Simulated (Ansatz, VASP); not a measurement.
**One calculation of Fe, two programs**

```xyz
1
Lattice="-1.4157 1.4157 1.4157 1.4157 -1.4157 1.4157 1.4157 1.4157 -1.4157" Properties=species:S:1:pos:R:3 pbc="T T T"
Fe    0.0000    0.0000    0.0000
```

Alike in both runs: functional PBE; k mesh 21 × 21 × 21; occupations fermi-dirac, width 0.1 eV; collinear spin.

Ansatz relaxed the structure, and its values are those at the end. VASP's run is a single point on that final structure, the one shown.

|  | VASP | Ansatz |
| --- | --- | --- |
| version | VASP 6.6.1 | Ansatz 0.2.0 |
| potentials or method | VASP PAW PBE potentials, release 64 (Fe) | PAW with Ansatz's default frozen-core files, scalar-relativistic |
| plane-wave cutoff (eV) | 520 | 420 |
| valence electrons in the cell | 8 | 16 |

```tsv
	VASP	Ansatz	Ansatz less VASP
pressure (GPa)	-0.4	0.0	+0.40
net moment per atom (μB)	2.17	2.15	-0.018
size of the moment on the site where the two differ most (μB)	2.17	2.20	+0.031
```

Site moments also hang on the region over which each program counts them. VASP's potentials hold 8 valence electrons a cell and Ansatz's 16, so a difference there can come from the potentials and not from the codes.
